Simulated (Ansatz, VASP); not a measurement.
## One calculation of CdS, two programs

File POSCAR:

```
CdS
1.0
    0.0000000000      2.9098226946      2.9098226946
    2.9098226946      0.0000000000      2.9098226946
    2.9098226946      2.9098226946      0.0000000000
Cd S
1 1
Direct
    0.0000000000      0.0000000000      0.0000000000
    0.2500000000      0.2500000000      0.2500000000
```

INCAR.step1

```
SYSTEM = CdS
ALGO = Normal
EDIFF = 1E-4
ENCUT = 520
GGA = PE
GGA_COMPAT = .False.
ISMEAR = -1
LASPH = .True.
LCHARG = .False.
LREAL = .False.
LSORBIT = .True.
LWAVE = .True.
MAGMOM = 0 0 0 0 0 0
NBANDS = 30
NELM = 150
PREC = Accurate
SIGMA = 0.02
```

Contents of INCAR.step2:

```
SYSTEM = CdS
ALGO = Normal
EDIFF = 1E-6
ENCUT = 520
GGA_COMPAT = .False.
ISIF = 2
ISMEAR = -1
ISTART = 1
LASPH = .True.
LCHARG = .True.
LMIXTAU = .True.
LORBIT = 11
LORBMOM = .True.
LREAL = .False.
LSORBIT = .True.
LVHAR = .True.
LWAVE = .False.
MAGMOM = 0 0 0 0 0 0
METAGGA = R2SCAN
NBANDS = 30
NELM = 150
PREC = Accurate
SIGMA = 0.02
```

KPOINTS

```
k-points
0
Gamma
  8 8 8
  0 0 0
```

Input for Ansatz:

```yaml
crystal:
  lattice:
    - [0.0, 2.9098226946, 2.9098226946]
    - [2.9098226946, 0.0, 2.9098226946]
    - [2.9098226946, 2.9098226946, 0.0]
  atoms:
    - { symbol: Cd, position: [0.0, 0.0, 0.0] }
    - { symbol: S, position: [0.25, 0.25, 0.25] }
kpoints:
  mp_grid: { grid: [8, 8, 8] }
  band_path:
    path:
      - [0.0, 0.0, 0.0]
      - [-0.5, -0.5, 0.0]
      - [-0.375, -0.375, 0.25]
      - [-0.375, 0.0, 0.375]
      - [0.0, 0.0, 0.5]
      - [-0.5, -0.25, 0.25]
    npoints: 1
hamiltonian:
  xc: r2scan
scf:
  occupations: { method: fermi_dirac, width: 0.02 }
  n_extra_bands: 8
magnetization:
  noncollinear: true
  spin_orbit: true
output:
  forces: true
  stress: true
  eigenvalues: true
```

Change from the starting cell: hydrostatic strain -1.0%.

Alike in both runs: task single point; functional r2SCAN; k mesh 8 × 8 × 8; occupations fermi-dirac, width 0.02 eV; non-collinear spin, spin-orbit coupling.

|  | VASP | Ansatz |
| --- | --- | --- |
| version | VASP 6.6.1 | Ansatz 0.2.0 |
| potentials or method | VASP PAW PBE potentials, release 64 (Cd, S) | plane waves, PAW |
| plane-wave cutoff (eV) | 520 | 500 |
| valence electrons in the cell | 18 | 26 |

VASP gave:

- pressure (GPa): 2.2
- net moment per atom (μB): 0.00

Question: Estimate Ansatz's values.

Answer: Pressure (GPa): 1.9; net moment per atom (μB): 0.00.

VASP's potentials were made for PBE, not for r2SCAN. VASP's potentials hold 18 valence electrons a cell and Ansatz's 26, so a difference there can come from the potentials and not from the codes.
